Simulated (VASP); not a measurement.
# Be8Se5S3 (P1) in VASP: notebook, part 2 of 2

VASP 6.6.1.

### 4 Relaxation of volume and atoms at fixed shape, PBEsol

Input file INCAR:

```
PREC = Accurate ; ENCUT = 500
EDIFF = 1E-7 ; ISMEAR = -1
SIGMA = 0.05 ; LREAL = Auto
LASPH = True ; NELM = 120
ALGO = Normal ; ISIF = 8
LWAVE = False ; LCHARG = False
GGA = PS ; IBRION = 2
NSW = 100 ; EDIFFG = -0.03
ISYM = -1 ; GGA_COMPAT = False
NELMIN = 4
```

Input file KPOINTS:

```
explicit points
1
Reciprocal
  0.25000000   0.25000000   0.25000000 1
```

Input file POSCAR:

```
Be8Se5S3
1.0
   10.0366160000      0.0000000000      0.0000000000
    0.0000000000     10.0366160000      0.0000000000
    0.0000000000      0.0000000000     10.0366160000
Be S Se
32 12 20
Direct
    0.0041310000      0.0014620000      0.0019040000
    0.0018400000      0.0011400000      0.5001600000
    0.0010020000      0.5012490000      0.0013700000
    0.0000470000      0.4982380000      0.4953910000
    0.5006420000      0.0047300000      0.0014430000
    0.4980680000      0.0004570000      0.5017750000
    0.5022450000      0.4999830000      0.9998420000
    0.4994260000      0.4991110000      0.5010930000
    0.2521730000      0.2495510000      0.9957630000
    0.2513160000      0.2485810000      0.5001300000
    0.2475450000      0.7507260000      0.0022280000
    0.2460650000      0.7485570000      0.4998360000
    0.7475530000      0.2533170000      0.0002690000
    0.7480890000      0.2480810000      0.4988950000
    0.7506220000      0.7507690000      0.9962890000
    0.7461460000      0.7518880000      0.5011020000
    0.2498070000      0.0033290000      0.2497050000
    0.2504520000      0.9986220000      0.7522900000
    0.2465960000      0.4997180000      0.2512590000
    0.2525110000      0.5007710000      0.7519930000
    0.7490340000      0.0024560000      0.2522100000
    0.7497020000      0.9986510000      0.7501830000
    0.7515580000      0.4966920000      0.2484550000
    0.7499230000      0.5004740000      0.7507270000
    0.0022160000      0.2499230000      0.2509970000
    0.0040970000      0.2496250000      0.7480680000
    0.9992200000      0.7518140000      0.2497730000
    0.9996710000      0.7514900000      0.7508700000
    0.4966260000      0.2500870000      0.2487030000
    0.4997300000      0.2449090000      0.7484810000
    0.5020180000      0.7510150000      0.2508760000
    0.5041580000      0.7493520000      0.7480500000
    0.1244890000      0.1255450000      0.1244190000
    0.1291960000      0.6242010000      0.1245300000
    0.6248620000      0.1271210000      0.6261230000
    0.6248870000      0.6207860000      0.1224880000
    0.3735840000      0.3720910000      0.1286780000
    0.3737000000      0.3743830000      0.6237720000
    0.3778680000      0.8711160000      0.1222690000
    0.3775060000      0.8757650000      0.6241990000
    0.3759390000      0.1191680000      0.3766900000
    0.1259510000      0.8743090000      0.8767880000
    0.6221420000      0.3792120000      0.8717290000
    0.6281090000      0.8709750000      0.3756060000
    0.1269210000      0.1238680000      0.6276740000
    0.1261920000      0.6247260000      0.6242330000
    0.6235350000      0.1238680000      0.1255640000
    0.6241490000      0.6239130000      0.6243640000
    0.8751350000      0.3708850000      0.1269250000
    0.8738590000      0.3779090000      0.6228960000
    0.8739110000      0.8747600000      0.1231120000
    0.8732080000      0.8703050000      0.6266190000
    0.3729170000      0.1272870000      0.8733030000
    0.3779180000      0.6248410000      0.3785070000
    0.3749190000      0.6238720000      0.8743480000
    0.8758150000      0.1252130000      0.3776080000
    0.8738900000      0.1243820000      0.8749710000
    0.8736860000      0.6239510000      0.3715830000
    0.8758600000      0.6258290000      0.8712920000
    0.1265910000      0.3696560000      0.3738720000
    0.1258740000      0.3717170000      0.8747750000
    0.1211840000      0.8726100000      0.3780040000
    0.6247390000      0.3713990000      0.3753740000
    0.6254760000      0.8778000000      0.8743120000
```

Run with:

```bash
cat potpaw_PBE.64/Be/POTCAR potpaw_PBE.64/S/POTCAR potpaw_PBE.64/Se/POTCAR > POTCAR
mpirun -np 1 vasp_std > vasp.out
```

It took 36 min on 1 thread of Intel Xeon 6975P-C (Granite Rapids), shared host; peak memory 1.2 GiB.

Results (log left out):

```
Free energy                           : -314.9862 eV
Relaxed volume                        : 15.85 Å³/atom
Relaxed cell                          : a = 10.049 Å, b = 10.049 Å, c = 10.049 Å, α = 90.00°, β = 90.00°, γ = 90.00°
Space group after relaxing (to 0.1 Å) : P1 (No. 1)
Energy gained by relaxing             : 22.6 meV/atom
Ionic steps                           : 10
Pressure after relaxing               : 0.0 GPa
Largest force after relaxing          : 0.026 eV/Å
Band gap on the k mesh                : 3.26 eV
```

Forces on the atoms (eV/Å):
```
Be   0.001 -0.007  0.004
Be  -0.006  0.006 -0.011
Be  -0.004 -0.008 -0.005
Be   0.005  0.002  0.018
Be   0.012 -0.014  0.001
Be   0.003  0.006 -0.005
Be  -0.002 -0.002  0.002
Be  -0.001  0.004  0.009
Be   0.002 -0.008  0.007
Be  -0.007  0.022 -0.010
Be   0.004  0.002 -0.017
Be   0.000  0.001  0.024
Be   0.011 -0.010  0.011
Be   0.012  0.000  0.000
Be  -0.013  0.005  0.015
Be   0.004  0.008  0.003
Be   0.001  0.012 -0.015
Be  -0.007  0.009 -0.014
Be   0.002 -0.017 -0.006
Be   0.003  0.002 -0.012
Be  -0.002 -0.006 -0.010
Be  -0.010 -0.007  0.001
Be   0.006  0.021  0.006
Be  -0.008 -0.011  0.001
Be  -0.001  0.009  0.000
Be  -0.003 -0.007  0.003
Be   0.002 -0.010  0.013
Be   0.001  0.007 -0.010
Be   0.017  0.003 -0.008
Be  -0.001  0.007  0.009
Be  -0.006  0.000  0.000
Be  -0.006  0.006 -0.005
S   -0.003  0.002  0.003
S    0.005 -0.003 -0.005
S    0.000  0.001  0.000
S   -0.004  0.007  0.011
S    0.006 -0.004 -0.007
S    0.002  0.001  0.006
S   -0.007  0.008  0.005
S   -0.004 -0.005  0.002
S   -0.002  0.025 -0.008
S    0.002  0.005 -0.008
S    0.003 -0.009  0.011
S   -0.004  0.002 -0.003
Se  -0.004  0.010 -0.010
Se   0.002  0.002 -0.004
Se   0.002 -0.017 -0.007
Se  -0.010  0.011  0.002
Se  -0.009 -0.001  0.008
Se   0.002  0.005 -0.002
Se   0.006 -0.010  0.003
Se  -0.002 -0.006  0.000
Se  -0.006 -0.004  0.002
Se  -0.004 -0.003  0.001
Se   0.002 -0.010 -0.008
Se  -0.007 -0.001 -0.014
Se  -0.004 -0.019  0.005
Se   0.007 -0.005  0.015
Se  -0.005  0.008  0.000
Se  -0.009  0.008  0.000
Se   0.011 -0.016  0.002
Se   0.013  0.002  0.005
Se   0.010  0.000 -0.002
Se  -0.001 -0.013 -0.004
```

Stress tensor (GPa, compression positive):
```
 0.00 -0.64 -0.64
-0.64  0.02 -0.64
-0.64 -0.64  0.02
```

Step by step:
```
step  energy change (eV)  largest force (eV/Å)  pressure (GPa)  volume (Å³)
   1              0.0000                1.3792            0.80      1011.03
   2             -1.0046                0.5538           -0.49      1022.63
   3             -1.1785                0.3434           -1.15      1029.94
   4             -1.3610                0.2174            0.18      1013.08
   5             -1.3673                0.2243            0.49      1009.33
   6             -1.4197                0.1251            0.10      1013.69
   7             -1.4263                0.1330           -0.09      1015.84
   8             -1.4396                0.0574           -0.04      1015.23
   9             -1.4417                0.0628           -0.01      1014.88
  10             -1.4440                0.0261            0.02      1014.64
```

Levels at points of the mesh, in eV from the valence-band top:
```csv
k point,band 126,band 127,band 128,band 129,band 130,band 131
"(0.25, 0.25, 0.25)",-0.33,-0.02,0.00,3.26,3.37,3.40
```

Caveat: the PAW data sets were made with another functional, which shifts forces and pressure a little; a shifted mesh leaves out Γ, where band edges can lie. A k mesh can miss the band edges.
